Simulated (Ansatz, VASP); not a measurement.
KRu4 in VASP and in Ansatz

```xyz
5
Lattice="4.8187 0.0000 0.0000 -2.4093 4.1731 0.0000 0.0000 0.0000 4.6927" Properties=species:S:1:pos:R:3 pbc="T T T"
K     0.0000    0.0000    0.0000
Ru    0.0000    2.7821    0.0000
Ru    2.4093    1.3910    0.0000
Ru    0.0000    2.7821    2.3463
Ru    2.4093    1.3910    2.3463
```

Alike in both runs: functional PBE; k mesh 6 × 6 × 4; occupations gaussian, width 0.1 eV; no spin polarisation.

Ansatz relaxed the structure, and its values are those at the end. VASP's run is a single point on that final structure, the one shown.

```csv
,VASP,Ansatz
version,VASP 6.6.1,Ansatz 0.2.0
potentials or method,"VASP PAW PBE potentials, release 64 (K_sv, Ru_pv), cutoff 520 eV","scalar-relativistic, plane waves, PAW"
valence electrons in the cell,65,73
```

|  | VASP | Ansatz | Ansatz less VASP |
| --- | --- | --- | --- |
| gap on the k mesh at the Fermi level (eV) | none | none | - |
| pressure (GPa) | 0.4 | 0.1 | -0.31 |

A gap of «none» marks a metal or a gap that the smearing closes. With one functional, cell and mesh, what is left measures potentials, basis and numerics. VASP's potentials hold 65 valence electrons a cell and Ansatz's 73, so a difference there can come from the potentials and not from the codes.
